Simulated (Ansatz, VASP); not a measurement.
# Two plane-wave programs on C

```xyz
4
Lattice="2.4996 0.0000 0.0000 -1.2498 2.1647 0.0000 0.0000 0.0000 4.1190" Properties=species:S:1:pos:R:3 pbc="T T T"
C     0.0000    1.4431   -0.0011
C     1.2498    0.7216    2.0584
C     0.0000    1.4431    1.5416
C     1.2498    0.7216    3.6011
```

Change from the starting cell: strained cell.

Alike in both runs: functional PBEsol; k mesh 9 × 9 × 6; occupations gaussian, width 0.02 eV; no spin polarisation.

Ansatz relaxed the structure, and its values are those at the end. VASP's run is a single point on that final structure, the one shown.

```csv
,VASP,Ansatz
version,VASP 6.6.1,Ansatz 0.2.0
potentials or method,"VASP PAW PBE potentials, release 64 (C), cutoff 520 eV","scalar-relativistic, plane waves, PAW"
valence electrons in the cell,16,16
```

|  | VASP | Ansatz | Ansatz less VASP |
| --- | --- | --- | --- |
| gap on the k mesh at the Fermi level (eV) | 3.03 | 3.05 | +0.019 |
| least direct gap on the mesh (eV) | 4.81 | 4.81 | +0.007 |
| pressure (GPa) | 5.6 | 4.4 | -1.20 |

VASP's potentials were made for PBE, not for PBEsol, and Ansatz warns of the same on its side. Ansatz's warnings: stress scf threshold loose.
